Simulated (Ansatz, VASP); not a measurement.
## One calculation of CdTe, two programs

```
CELL_PARAMETERS angstrom
0.00000 3.20500 3.15693
3.20500 0.00000 3.15693
3.20500 3.20500 0.00000
ATOMIC_POSITIONS crystal
Cd 0.00000 0.00000 0.00000
Te 0.75000 0.75000 0.75000
```

Change from the starting cell: strain -0.0150 x Voigt [0, 0, 1, 0, 0, 0], atoms carried along.

Alike in both runs: task single point; functional r2SCAN; k mesh 8 × 8 × 8; occupations gaussian, width 0.05 eV; no spin polarisation.

|  | VASP | Ansatz |
| --- | --- | --- |
| version | VASP 6.6.1 | Ansatz 0.2.0 |
| potentials or method | VASP PAW PBE potentials, release 64 (Cd, Te), cutoff 520 eV | scalar-relativistic, plane waves, PAW |
| valence electrons in the cell | 18 | 36 |

```tsv
	VASP	Ansatz	Ansatz less VASP
gap on the k mesh at the Fermi level (eV)	1.40	1.40	+0.003
least direct gap on the mesh (eV)	1.40	1.40	+0.003
pressure (GPa)	4.2	4.1	-0.16
traceless stress, the component that is largest in VASP (GPa)	0.13	0.13	-0.001
```

VASP's potentials were made for PBE, not for r2SCAN. VASP's potentials hold 18 valence electrons a cell and Ansatz's 36, so a difference there can come from the potentials and not from the codes.

Neither program's run includes spin-orbit coupling.
